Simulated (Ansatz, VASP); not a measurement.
## CaBPd3: VASP beside Ansatz

File INCAR:

```
PREC = Accurate
ENCUT = 520
EDIFF = 1E-6
ISMEAR = -1
SIGMA = 0.1
LREAL = False
LASPH = True
NELM = 60
ALGO = Normal
ISIF = 2
LWAVE = False
LCHARG = True
GGA = CA
LELF = True
LVHAR = True
NBANDS = 30
```

The input KPOINTS:

```
regular mesh
0
Gamma
  6 6 6
```

The input POSCAR:

```
CaBPd3
1.0
    4.2784200000      0.0000000000      0.0000000000
    0.0000000000      4.2784200000      0.0000000000
    0.0000000000      0.0000000000      4.2784200000
Ca B Pd
1 1 3
Direct
    0.5000000000      0.5000000000      0.5000000000
    0.0000000000      0.0000000000      0.0000000000
    0.5000000000      0.0000000000      0.0000000000
    0.0000000000      0.5000000000      0.0000000000
    0.0000000000      0.0000000000      0.5000000000
```

Input for Ansatz:

```yaml
crystal:
  lattice:
    - [4.27842, 0.0, 0.0]
    - [0.0, 4.27842, 0.0]
    - [0.0, 0.0, 4.27842]
  atoms:
    - { symbol: Ca, position: [0.5, 0.5, 0.5] }
    - { symbol: B, position: [0.0, 0.0, 0.0] }
    - { symbol: Pd, position: [0.5, 0.0, 0.0] }
    - { symbol: Pd, position: [0.0, 0.5, 0.0] }
    - { symbol: Pd, position: [0.0, 0.0, 0.5] }
basis:
  ecutwfc: 476.19925930478996
kpoints:
  mp_grid:
    grid: [6, 6, 6]
hamiltonian:
  xc: lda
scf:
  max_iter: 80
  mixing:
    algorithm: msr1
    beta: 0.7
  occupations:
    method: fermi_dirac
output:
  stress: true
```

Alike in both runs: task single point; functional LDA; k mesh 6 × 6 × 6; no spin polarisation.

|  | VASP | Ansatz |
| --- | --- | --- |
| version | VASP 6.6.1 | Ansatz 0.2.0 |
| potentials or method | VASP PAW LDA potentials, release 64 (Ca_sv, B, Pd), cutoff 520 eV | plane waves, PAW |
| occupations | fermi-dirac, width 0.1 eV | fermi-dirac |
| valence electrons in the cell | 43 | 67 |

VASP gave:

- pressure (GPa): -7.2

Q: What did Ansatz give for the same quantities?

A: Pressure (GPa): -7.7.

LDA's correlation is that of Perdew and Zunger in VASP and of Perdew and Wang (1992) in Ansatz. VASP's potentials hold 43 valence electrons a cell and Ansatz's 67, so a difference there can come from the potentials and not from the codes.
